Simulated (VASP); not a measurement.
Y: single point with PBE

Crystal: Y.

```xyz
2
Lattice="3.6535 0.0000 0.0000 -1.8268 3.1641 0.0000 0.0000 0.0000 5.6989" Properties=species:S:1:pos:R:3 pbc="T T T"
Y     0.0000    2.1094    1.4247
Y     1.8268    1.0547    4.2741
```

```json
{"Program": "VASP 6.6.1", "Task": "single point", "Functional": "PBE", "Potentials or basis": "VASP PAW PBE potentials, release 64 (Y_sv)", "Cutoff": "520 eV", "k mesh": "10 × 10 × 6", "Occupations": "methfessel-paxton, width 0.03 eV", "Spin": "no spin polarisation"}
```

```json
{"Pressure": "-0.3 GPa", "Band gap on the k mesh": "zero (bands 11 and 12 overlap by 1.45 eV)"}
```

Stress tensor (GPa, compression positive):
```
-0.07  0.00  0.00
 0.00 -0.07  0.00
 0.00  0.00 -0.71
```

Levels at points of the mesh, in eV from the Fermi level:
```tsv
k point	band 7	band 8	band 9	band 10	band 11	band 12	band 13	band 14	band 15	band 16
(0.00, 0.00, 0.00)	-22.40	-22.36	-4.67	-1.83	0.93	1.75	1.75	2.10	2.37	2.37
(0.50, 0.00, 0.00)	-22.51	-22.45	-1.66	-1.16	-0.78	-0.11	1.43	1.46	2.10	4.99
(0.00, 0.00, 0.50)	-22.44	-22.44	-3.22	-3.22	0.99	0.99	1.66	1.66	1.66	1.66
(0.50, 0.00, 0.50)	-22.51	-22.51	-1.63	-1.63	0.09	0.09	1.39	1.39	2.76	2.76
```

Wall time 120 s on 1 thread of Intel Xeon 8259CL, on a shared host, peak memory 0.22 GiB.
